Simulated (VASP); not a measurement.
Al2Cu: single point with PBEsol

Al2Cu:

```
Al Cu
1.0
    -2.99890    2.99890    2.39274
     2.99890   -2.99890    2.39274
     2.99890    2.99890   -2.39274
Al Cu
4 2
Direct
  0.34139 0.15861 0.50000
  0.15861 0.65861 0.81721
  0.84139 0.34139 0.18279
  0.65861 0.84139 0.50000
  0.75000 0.75000 0.00000
  0.25000 0.25000 0.00000
```

```json
{"Program": "VASP 6.6.1", "Task": "single point", "Functional": "PBEsol", "Potentials or basis": "VASP PAW PBE potentials, release 64 (Al, Cu)", "Cutoff": "520 eV", "k mesh": "6 × 6 × 6", "Occupations": "gaussian, width 0.1 eV", "Spin": "no spin polarisation", "Dipole correction": "no", "Further INCAR settings": "ALGO = Normal; EDIFF = 1e-07; NBANDS = 26"}
```

| Item | Value |
| --- | --- |
| Pressure | 1.1 GPa |
| Largest force | 0.018 eV/Å |
| Band gap on the k mesh | zero (bands 17 and 18 overlap by 4.20 eV) |

Forces on the atoms (eV/Å):
```
Al   0.013 -0.013  0.000
Al   0.013  0.013  0.000
Al  -0.013 -0.013  0.000
Al  -0.013  0.013  0.000
Cu   0.000  0.000  0.000
Cu   0.000  0.000  0.000
```

Stress tensor (GPa, compression positive):
```
-0.07  0.00  0.00
 0.00 -0.07  0.00
 0.00  0.00  3.31
```

Levels at points of the mesh, in eV from the Fermi level:
```csv
k point,band 13,band 14,band 15,band 16,band 17,band 18,band 19,band 20,band 21,band 22
"(0.00, 0.00, 0.00)",-3.04,-2.04,-1.36,-1.21,-1.21,-0.84,-0.16,0.06,1.62,1.62
"(0.50, 0.00, 0.00)",-3.15,-3.15,-2.64,-2.64,0.23,0.23,4.11,4.11,4.37,4.37
"(0.50, 0.50, 0.00)",-2.84,-2.81,-1.55,-1.34,-0.85,-0.60,0.79,1.26,4.68,4.82
"(0.50, 0.50, 0.50)",-3.43,-3.27,-3.27,-1.80,2.68,2.99,2.99,3.41,4.29,4.93
```

It took 3.1 min on 1 thread of Intel Xeon 8259CL (shared host), peak memory 0.2 GiB.

Caveat: the PAW data sets were made with another functional, which shifts forces and pressure a little.
